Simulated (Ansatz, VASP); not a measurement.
# Ti: VASP beside Ansatz

File INCAR:

```
SYSTEM = Ti
PREC = Accurate ; ENCUT = 520
EDIFF = 1E-6 ; ISMEAR = -1
SIGMA = 0.05 ; LREAL = .FALSE.
LASPH = .TRUE. ; NELM = 80
ALGO = Normal ; ISIF = 2
LWAVE = .FALSE. ; LCHARG = .TRUE.
GGA = PE ; LELF = .TRUE.
LVHAR = .TRUE. ; NBANDS = 12
```

File KPOINTS:

```
Automatic mesh
0
G
  15 15 15
  0 0 0
```

The input POSCAR:

```
Ti
1.0
    0.0000000000      2.0094935475      2.0094935475
    2.0094935475      0.0000000000      2.0094935475
    2.0094935475      2.0094935475      0.0000000000
Ti
1
Direct
    0.0000000000      0.0000000000      0.0000000000
```

Input for Ansatz:

```yaml
crystal:
  lattice:
    - [0.0, 2.0094935475, 2.0094935475]
    - [2.0094935475, 0.0, 2.0094935475]
    - [2.0094935475, 2.0094935475, 0.0]
  atoms:
    - { symbol: Ti, position: [0.0, 0.0, 0.0] }
kpoints:
  mp_grid: { grid: [15, 15, 15] }
scf:
  occupations: { method: fermi_dirac, width: 0.05 }
hamiltonian:
  xc: pbe
  pseudopotentials: { kind: all_electron, lapw: { basis_error: 0.00025 } }
output:
  forces: true
  stress: true
  eigenvalues: true
```

Change from the starting cell: volume scaled by 0.97.

Alike in both runs: task single point; functional PBE; k mesh 15 × 15 × 15; occupations fermi-dirac, width 0.05 eV; no spin polarisation.

|  | VASP | Ansatz |
| --- | --- | --- |
| version | VASP 6.6.1 | Ansatz 0.2.0 |
| potentials or method | VASP PAW PBE potentials, release 64 (Ti_sv), cutoff 520 eV | all-electron LAPW, scalar-relativistic |

```csv
,VASP,Ansatz,Ansatz less VASP
pressure (GPa),8.0,8.4,+0.38
```

Ansatz ran all-electron here, and VASP with PAW potentials.
